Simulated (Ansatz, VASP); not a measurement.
# AgI: VASP beside Ansatz

```
Ag I
1.0
     4.65074    0.00000    0.00000
    -2.32537    4.02766    0.00000
     0.00000    0.00000    7.59972
Ag I
2 2
Direct
  0.66667 0.33333 0.62752
  0.33333 0.66667 0.12752
  0.66667 0.33333 0.00248
  0.33333 0.66667 0.50248
```

Alike in both runs: task single point; functional PBE; dispersion D3(BJ); k mesh 6 × 6 × 2; no spin polarisation.

```csv
,VASP,Ansatz
version,VASP 6.6.1,Ansatz 0.2.0
potentials or method,"VASP PAW PBE potentials, release 64 (Ag, I)",plane waves
plane-wave cutoff (eV),500,420
occupations,"gaussian, width 0.01 eV",fixed
valence electrons in the cell,36,72
```

```tsv
	VASP	Ansatz	Ansatz less VASP
gap on the k mesh at the Fermi level (eV)	1.37	1.37	-0.002
pressure (GPa)	-1.1	-1.0	+0.05
```

VASP's potentials hold 36 valence electrons a cell and Ansatz's 72, so a difference there can come from the potentials and not from the codes.

Spin-orbit coupling is off throughout.
